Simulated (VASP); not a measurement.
Runs of VASP 6.6.1 on Pb. The structure is that of space group Fm-3m (No. 225), or close to it. The cells are those of the table. 

```csv
cell,gap on the mesh (eV),pressure (GPa)
"a = 3.493, b = 3.519, c = 3.519 Å, angles 59.5, 60.2, 60.2°, 1 atom",none,-2.4
"a = 3.493, b = 3.467, c = 3.467 Å, angles 60.5, 59.8, 59.8°, 1 atom",none,(a)
"a = 3.493, b = 3.599, c = 3.599 Å, angles 58.1, 61.0, 61.0°, 1 atom",none,-3.9
"a = 3.493, b = 3.586, c = 3.586 Å, angles 58.3, 60.9, 60.9°, 1 atom",none,-3.7
"a = 3.493, b = 3.441, c = 3.441 Å, angles 61.0, 59.5, 59.5°, 1 atom",none,(b)
```

Alike in all rows: task single point; level LDA; potentials or basis VASP PAW LDA potentials, release 64 (Pb_d); no spin polarisation; k mesh 16 × 16 × 16; cutoff (eV) 520; smearing gaussian 0.15 eV.

Q: Estimate the missing entries.

A: (a) -1.1; (b) -0.2.

Caveats: spin-orbit coupling is left out, which moves the levels of the heavy elements.

A k mesh can miss the band edges, and the runs leave out spin-orbit coupling on Pb.

A gap of «none» marks levels without a gap at the run's occupations.
